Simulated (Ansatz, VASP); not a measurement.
One calculation of SiO2, two programs

```
CELL_PARAMETERS angstrom
7.16000 0.00000 0.00000
0.00000 7.16000 0.00000
0.00000 0.00000 7.16000
ATOMIC_POSITIONS crystal
Si 0.28071 0.28071 0.28071
Si 0.21929 0.71929 0.78071
Si 0.78071 0.21929 0.71929
Si 0.71929 0.78071 0.21929
Si 0.02058 0.02058 0.02058
Si 0.47942 0.97942 0.52058
Si 0.52058 0.47942 0.97942
Si 0.97942 0.52058 0.47942
O 0.15054 0.15054 0.15054
O 0.34946 0.84946 0.65054
O 0.65054 0.34946 0.84946
O 0.84946 0.65054 0.34946
O 0.63982 0.66158 0.04343
O 0.86018 0.33842 0.54343
O 0.13982 0.83842 0.95657
O 0.36018 0.16158 0.45657
O 0.04343 0.63982 0.66158
O 0.54343 0.86018 0.33842
O 0.95657 0.13982 0.83842
O 0.45657 0.36018 0.16158
O 0.66158 0.04343 0.63982
O 0.33842 0.54343 0.86018
O 0.83842 0.95657 0.13982
O 0.16158 0.45657 0.36018
```

Alike in both runs: functional PBE; k mesh 4 × 4 × 4; occupations fermi-dirac, width 0.01 eV; no spin polarisation.

Ansatz relaxed the structure, and its values are those at the end. VASP's run is a single point on that final structure, the one shown.

|  | VASP | Ansatz |
| --- | --- | --- |
| version | VASP 6.6.1 | Ansatz 0.2.0 |
| potentials or method | VASP PAW PBE potentials, release 64 (Si, O) | plane-wave PAW, scalar-relativistic |
| plane-wave cutoff (eV) | 520 | 420 |
| valence electrons in the cell | 128 | 128 |

|  | VASP | Ansatz | Ansatz less VASP |
| --- | --- | --- | --- |
| gap on the k mesh at the Fermi level (eV) | 5.68 | 5.68 | +0.002 |
| pressure (GPa) | 0.9 | 0.8 | -0.08 |
| rms of the force components (eV/Å) | 0.010 | 0.011 | +0.0008 |

Ansatz's warnings: stress scf threshold loose.
